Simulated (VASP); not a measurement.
Set up this calculation in VASP 6.6.1, as the native input.

- Task: single point
- Functional: PBE
- Potentials or basis: VASP PAW PBE potentials, release 64 (H, Os_sv_GW)
- Cutoff: 500 eV
- k mesh: 4 × 4 × 6
- Occupations: gaussian, width 0.1 eV
- Spin: no spin polarisation
- Dipole correction: no
- Second run: valence_matched
- Further INCAR settings: ALGO = Normal; EDIFF = 1e-06; NBANDS = 20

The structure of H6Os lies in POSCAR:

```
H6Os
1.0
    3.8381267361      0.0000000000      0.0000000000
    0.0000000000      3.8381267361      0.0000000000
    0.0000000000      0.0000000000      2.5621163444
H Os
6 1
Direct
    0.3197691125      0.3197691125      0.5000000000
    0.6802308875      0.6802308875      0.5000000000
    0.6802308875      0.3197691125      0.5000000000
    0.3197691125      0.6802308875      0.5000000000
    0.0000000000      0.5000000000      0.0000000000
    0.5000000000      0.0000000000      0.0000000000
    0.0000000000      0.0000000000      0.5000000000
```

The input as run:

INCAR

```
PREC = Accurate
ENCUT = 500
EDIFF = 1E-6
ISMEAR = 0
SIGMA = 0.1
LREAL = False
LASPH = True
NELM = 120
ALGO = Normal
ISIF = 2
LWAVE = False
LCHARG = False
GGA = PE
NBANDS = 20
GGA_COMPAT = False
```

KPOINTS

```
regular mesh
0
Gamma
  4 4 6
```

Potentials or basis: VASP PAW PBE potentials, release 64 (H, Os_sv_GW).

Command:

```sh
$ cat potpaw_PBE.64/H/POTCAR potpaw_PBE.64/Os_sv_GW/POTCAR > POTCAR
$ mpirun -np 1 vasp_std > vasp.out
```

Results of the run:

| Property | Result |
| --- | --- |
| Pressure | -1.2 GPa |
| Band gap on the k mesh | zero (band 11 reaches 6.14 eV, above the bottom of band 12 at 4.72 eV) |

Caveat: the k points lie up to 0.41 Å⁻¹ apart; spin-orbit coupling is left out, which moves the levels of the heavy elements.

Run time: 13 s on 1 thread of Intel(R) Xeon(R) Platinum 8375C CPU @ 2.90GHz (Ice Lake), with other jobs on the host, peak memory 0.15 GiB.
